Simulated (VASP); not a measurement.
# MgMo (L11 type) (R-3m) in VASP: a series of runs

MgMo (L11 type) is run at these levels: PBEsol; tasks: single point.

Program: VASP 6.6.1. These are calculated values, not measurements. Logs are shortened: lines on timing, memory, paths and dates and some standing lists are left out, and cuts for length are marked.

**1. The cell of the first run**

It takes space group R-3m (No. 166, trigonal). Conventional cell: a = 2.759 Å, b = 2.759 Å, c = 14.333 Å, α = 90.00°, β = 90.00°, γ = 120.00°. Within 3.6 Å of Mg (site symmetry -3m) lie 6 Mg at 2.76 Å and 6 Mo at 2.87 Å. Mo (site symmetry -3m) has 6 Mo at 2.76 Å and 6 Mg at 2.87 Å within 3.6 Å.

**2. Single point, PBEsol (volume scaled by 0.9405)**

INCAR reads:

```
PREC = Accurate ; ENCUT = 520
EDIFF = 1E-6 ; ISMEAR = -1
SIGMA = 0.03 ; LREAL = F
LASPH = T ; NELM = 60
ALGO = Normal ; ISIF = 2
LWAVE = F ; LCHARG = F
GGA = PS ; NBANDS = 15
```

KPOINTS reads:

```
Automatic mesh
0
Gamma
  13 13 13
```

POSCAR reads:

```
MgMo
1.0
    1.3793569998     -0.7963721351      4.7775338961
    0.0000000000      1.5927442703      4.7775338961
   -1.3793569998     -0.7963721351      4.7775338961
Mg Mo
1 1
Direct
    0.0000000000      0.0000000000      0.0000000000
    0.5000000000      0.5000000000      0.5000000000
```

Potentials or basis: VASP PAW PBE potentials, release 64 (Mg, Mo_sv).

Started as:

```sh
> cat potpaw_PBE.64/Mg/POTCAR potpaw_PBE.64/Mo_sv/POTCAR > POTCAR
> mpirun -np 1 vasp_std > vasp.out
```

OUTCAR:

```text
PREC = Accurate
   ENCUT = 520
   EDIFF = 1E-6
   ISMEAR = -1
   LREAL = F
   LASPH = T
   NELM = 60
   ISIF = 2
   GGA = PS

 ion  position               nearest neighbor table
   1  0.000  0.000  0.000-   2 2.87   2 2.87   2 2.87   2 2.87   2 2.87   2 2.87
   2  0.500  0.500  0.500-   1 2.87   1 2.87   1 2.87   1 2.87   1 2.87   1 2.87

  LATTYP: Found a trigonal (rhomboedric) cell.
 ALAT       =     5.0360365804
 COS(alpha) =     0.8499604994

  Lattice vectors:

 A1 = (   1.3793569998,  -0.7963721351,   4.7775338961)
 A2 = (   0.0000000000,   1.5927442703,   4.7775338961)
 A3 = (  -1.3793569998,  -0.7963721351,   4.7775338961)

Analysis of symmetry for initial positions (statically):
=====================================================================
 Subroutine PRICEL returns:
 Original cell was already a primitive cell.

 Routine SETGRP: Setting up the symmetry group for a
 trigonal (rhombohedral) supercell.

 Subroutine GETGRP returns: Found 12 space group operations
 (whereof 12 operations were pure point group operations)
 out of a pool of 12 trial point group operations.

The static configuration has the point symmetry D_3d.

Analysis of symmetry for dynamics (positions and initial velocities):
=====================================================================
 Subroutine PRICEL returns:
 Original cell was already a primitive cell.

 Routine SETGRP: Setting up the symmetry group for a
 trigonal (rhombohedral) supercell.

 Subroutine GETGRP returns: Found 12 space group operations
 (whereof 12 operations were pure point group operations)
 out of a pool of 12 trial point group operations.

The dynamic configuration has the point symmetry D_3d.

 Subroutine INISYM returns: Found 12 space group operations
 (whereof 12 operations are pure point group operations),
 and found     1 'primitive' translations

----------------------------------------------------------------------------------------

                                     Primitive cell

  volume of cell :      31.4882

  direct lattice vectors                    reciprocal lattice vectors
     1.379357000 -0.796372135  4.777533896     0.362487739 -0.209282394  0.069771003
     0.000000000  1.592744270  4.777533896     0.000000000  0.418564787  0.069771003
    -1.379357000 -0.796372135  4.777533896    -0.362487739 -0.209282394  0.069771003

  length of vectors
     5.036036580  5.036036580  5.036036580     0.424340045  0.424340045  0.424340045

  position of ions in fractional coordinates (direct lattice)
     0.000000000  0.000000000  0.000000000
     0.500000000  0.500000000  0.500000000

  ion indices of the primitive-cell ions
   primitive index   ion index
                 1           1
                 2           2

----------------------------------------------------------------------------------------

 KPOINTS: Automatic mesh

Automatic generation of k-mesh.
 Grid dimensions read from file:
 generate k-points for:   13   13   13

 Generating k-lattice:

  Cartesian coordinates                     Fractional coordinates (reciprocal lattice)
     0.027883672 -0.016098646  0.005367000     0.076923077  0.000000000  0.000000000
     0.000000000  0.032197291  0.005367000     0.000000000  0.076923077  0.000000000
    -0.027883672 -0.016098646  0.005367000     0.000000000  0.000000000  0.076923077

  Length of vectors
     0.032641542  0.032641542  0.032641542

  Shift w.r.t. Gamma in fractional coordinates (k-lattice)
     0.000000000  0.000000000  0.000000000

 Subroutine IBZKPT returns following result:
 ===========================================

 Found    231 irreducible k-points:

 Following reciprocal coordinates:
            Coordinates               Weight
  0.000000  0.000000  0.000000      1.000000
  0.076923 -0.000000  0.000000      6.000000
  0.153846  0.000000 -0.000000      6.000000
  0.230769  0.000000  0.000000      6.000000
  0.307692  0.000000 -0.000000      6.000000
  0.384615  0.000000  0.000000      6.000000
[... 16 lines left out ...]
  0.384615  0.153846  0.000000     12.000000
  0.461538  0.153846  0.000000     12.000000
 [... further k-points ...]
   k-points           NKPTS =    231   k-points in BZ     NKDIM =    231   number of bands    NBANDS=     15
   number of dos      NEDOS =    301   number of ions     NIONS =      2
   total plane-waves  NPLWV =  64000
   dimension x,y,z NGX =    40 NGY =   40 NGZ =   40
   dimension x,y,z NGXF=    80 NGYF=   80 NGZF=   80
   ions per type =               1   1
   NGX,Y,Z   is equivalent  to a cutoff of  13.20, 13.20, 13.20 a.u.
   NGXF,Y,Z  is equivalent  to a cutoff of  26.41, 26.41, 26.41 a.u.
 SYSTEM =  unknown system
   PREC   = accura    normal or accurate (medium, high low for compatibility)
   ISTART =      0    job   : 0-new  1-cont  2-samecut
   ICHARG =      2    charge: 1-file 2-atom 10-const
   ISPIN  =      1    spin polarized calculation?
   LNONCOLLINEAR =      F non collinear calculations
   LSORBIT =      F    spin-orbit coupling
   LASPH  =      T    aspherical Exc in radial PAW
   ENCUT  =  520.0 eV  38.22 Ry    6.18 a.u.   9.36  9.36  9.36*2*pi/ulx,y,z
   NELM   =     60;   NELMIN=  2; NELMDL= -5     # of ELM steps
   EDIFF  = 0.1E-05   stopping-criterion for ELM
   LREAL  =      F    real-space projection
   EDIFFG = 0.1E-04   stopping-criterion for IOM
   NSW    =      0    number of steps for IOM
   IBRION =     -1    ionic relax: 0-MD 1-quasi-New 2-CG
   NFREE  =      0    steps in history (QN), initial steepest desc. (CG)
   ISIF   =      2    stress and relaxation
   ISYM   =      2    0-nonsym 1-usesym 2-fastsym
   POTIM  = 0.5000    time-step for ionic-motion
   TEBEG  =    0.0;   TEEND  =   0.0 temperature during run
   PSTRESS=    0.0 pullay stress
   NELECT =      16.0000    total number of electrons
   NUPDOWN=      -1.0000    fix difference up-down
   EMIN   =  10.00;   EMAX   =-10.00  energy-range for DOS
   EFERMI =   0.00;   METHOD = LEGACY
   ISMEAR =    -1;   SIGMA  =   0.03  broadening in eV -4-tet -1-fermi 0-gaus
   EFERMI_NEDOS =   21; number of points for ismear=-14 and -15
   IALGO  =     38    algorithm
   IMIX   =      4    mixing-type and parameters
     AMIX     =   0.40;   BMIX     =  1.00
     AMIX_MAG =   1.60;   BMIX_MAG =  1.00
  volume/ion in A,a.u.               =      15.74       106.25
  Fermi-wavevector in a.u.,A,eV,Ry     =   1.306368  2.468678 23.219670  1.706598
  Thomas-Fermi vector in A             =   2.437175
   LORBIT       =      0    0 simple, 1 ext, 2 COOP (PROOUT), +10 PAW based schemes
   GGA     = PS    functional components
   LHFCALC =     F    Hartree Fock is set to
   AEXX    =    0.0000 exact exchange contribution
   IVDW    =     0    specifies the selected vdW correction
   LEPSILON=     F    determine dielectric tensor
   LRPA    =     F    only Hartree local field effects (RPA)
 non-spin polarized calculation
  energy-cutoff  :      520.00
  volume of cell :       31.49
 maximum number of plane-waves:       860
 NGX is ok and might be reduce to    40
   NGX = 19   NGY = 19   NGZ = 19

 number of electron      16.0000001 magnetization

 Free energy of the ion-electron system (eV)
  ---------------------------------------------------
  ext. energy  EPLUGINS =         0.00000000
  ---------------------------------------------------
  free energy    TOTEN  =       -12.46362164 eV

  energy without entropy =      -12.45743277  energy(sigma->0) =      -12.46052721

 E-fermi :   8.1636     XC(G=0): -11.6564

 val. band max:        8.1537647276   @ k =  -0.2308   0.3846   0.2308
 cond. band min:       8.1709371306   @ k =   0.4615   0.3077   0.0000
 fundamental gap:      0.0171724030
 Fermi energy:         8.1635693153

 k-point     1 :       0.0000    0.0000    0.0000
  band No.  band energies     occupation
      1     -52.3686      2.00000
      2     -26.5935      2.00000
      3     -25.7524      2.00000
      4     -25.7524      2.00000
      5       0.4815      2.00000
      6       4.2577      2.00000
      7       7.3285      2.00000
      8       7.9170      1.99946
      9       7.9170      1.99946
     10      10.5581      0.00000
     11      10.5581      0.00000
     12      12.3670      0.00000
     13      22.1623      0.00000
     14      23.4296      0.00000
     15      24.5842      0.00000

 k-point     2 :       0.0769   -0.0000    0.0000
  band No.  band energies     occupation
      1     -52.3573      2.00000
      2     -26.5821      2.00000
      3     -25.8283      2.00000
      4     -25.7695      2.00000
      5       0.6634      2.00000
      6       4.4643      2.00000
      7       7.1228      2.00000
      8       7.7178      2.00000
      9       8.1212      1.60846
     10      10.4843      0.00000
     11      10.7032      0.00000
     12      12.4692      0.00000
     13      21.9892      0.00000
     14      22.9045      0.00000
     15      23.9331      0.00000

 k-point     3 :       0.1538    0.0000   -0.0000
  band No.  band energies     occupation
      1     -52.3259      2.00000
      2     -26.5505      2.00000
      3     -26.0355      2.00000
      4     -25.8167      2.00000
      5       1.1864      2.00000
      6       4.9903      2.00000
      7       6.6530      2.00000
      8       7.2985      2.00000
      9       8.7168      0.00000
     10      10.2867      0.00000
     11      10.9835      0.00000
     12      12.8097      0.00000
     13      19.6308      0.00000
     14      22.7847      0.00000
     15      23.2910      0.00000

 k-point     4 :       0.2308    0.0000    0.0000
  band No.  band energies     occupation
      1     -52.2811      2.00000
      2     -26.5057      2.00000
      3     -26.3205      2.00000
      4     -25.8825      2.00000
      5       1.9893      2.00000
      6       5.3308      2.00000
      7       6.1573      2.00000
      8       7.2838      2.00000
      9       9.6471      0.00000
     10      10.0243      0.00000
     11      11.2274      0.00000
     12      13.3581      0.00000
     13      17.2081      0.00000
     14      21.5687      0.00000
     15      22.5393      0.00000
[... 307 lines left out ...]
 k-point    22 :       0.3077    0.1538    0.0000
  band No.  band energies     occupation
      1     -52.2580      2.00000
      2     -26.4828      2.00000
      3     -26.4180      2.00000
      4     -25.9649      2.00000
      5       2.5564      2.00000
      6       5.6627      2.00000
      7       6.3725      2.00000
      8       6.4973      2.00000
      9       9.4958      0.00000
     10      10.3602      0.00000
     11      10.8194      0.00000
     12      14.8763      0.00000
     13      16.7616      0.00000
     14      19.3300      0.00000
     15      21.8861      0.00000

 k-point    23 :       0.3846    0.1538    0.0000
  band No.  band energies     occupation
      1     -52.2155      2.00000
      2     -26.6333      2.00000
      3     -26.4401      2.00000
      4     -26.0727      2.00000
      5       3.4993      2.00000
      6       5.5022      2.00000
      7       6.1282      2.00000
      8       7.1680      2.00000
      9       8.9326      0.00000
     10      10.6523      0.00000
     11      11.9419      0.00000
     12      14.6663      0.00000
     13      16.0085      0.00000
     14      18.6097      0.00000
     15      20.9104      0.00000

 k-point    24 :       0.4615    0.1538    0.0000
  band No.  band energies     occupation
      1     -52.1799      2.00000
      2     -26.8060      2.00000
      3     -26.4044      2.00000
      4     -26.1640      2.00000
      5       4.3296      2.00000
      6       5.2312      2.00000
      7       6.2707      2.00000
      8       7.8871      1.99980
      9       8.4549      0.00012
     10      10.7779      0.00000
     11      12.7437      0.00000
     12      13.7102      0.00000
     13      16.5766      0.00000
     14      18.4126      0.00000
     15      19.9602      0.00000

 [... further k-points ...]

------------------------ aborting loop because EDIFF is reached ----------------------------------------

  FORCE on cell =-STRESS in cart. coord.  units (eV):
  Direction    XX          YY          ZZ          XY          YZ          ZX
  --------------------------------------------------------------------------------------
  -------------------------------------------------------------------------------------
  Total        1.9457722      1.9457722      1.5908787     -0.0000000      0.0000000     -0.0000000
  in kB       99.0044737     99.0044737     80.9468386     -0.0000000      0.0000000     -0.0000000
  external PRESSURE =      92.9852620 kB  Pullay stress =       0.0000000 kB

 VOLUME and BASIS-vectors are now :
 -----------------------------------------------------------------------------
  energy-cutoff  :      520.00
  volume of cell :       31.49
      direct lattice vectors                 reciprocal lattice vectors
     1.379357000 -0.796372135  4.777533896     0.362487739 -0.209282394  0.069771003
     0.000000000  1.592744270  4.777533896     0.000000000  0.418564787  0.069771003
    -1.379357000 -0.796372135  4.777533896    -0.362487739 -0.209282394  0.069771003

 POSITION                                       TOTAL-FORCE (eV/Angst)
 -----------------------------------------------------------------------------------
      0.00000      0.00000      0.00000        -0.000000     -0.000000     -0.000000
      0.00000      0.00000      7.16630         0.000000      0.000000      0.000000
 -----------------------------------------------------------------------------------
    total drift:                                0.000000      0.000000      0.000000

  FREE ENERGIE OF THE ION-ELECTRON SYSTEM (eV)
  ---------------------------------------------------
  free  energy   TOTEN  =       -12.4636216436 eV

  energy  without entropy=      -12.4574327731  energy(sigma->0) =      -12.46052721
```

Wall time 1.9 min (1 thread of Intel Xeon 6975P-C (Granite Rapids), shared host); peak memory 0.32 GiB.

Results:

```yaml
Free_energy: -12.4636 eV
Pressure: 9.3 GPa
Band_gap_on_the_k_mesh: zero (band 8 reaches 9.36 eV, above the bottom of band 9 at 7.58 eV)
```

Caveat: the PAW data sets were made with another functional, which shifts forces and pressure a little.

(Continued in part 2 of 2.)
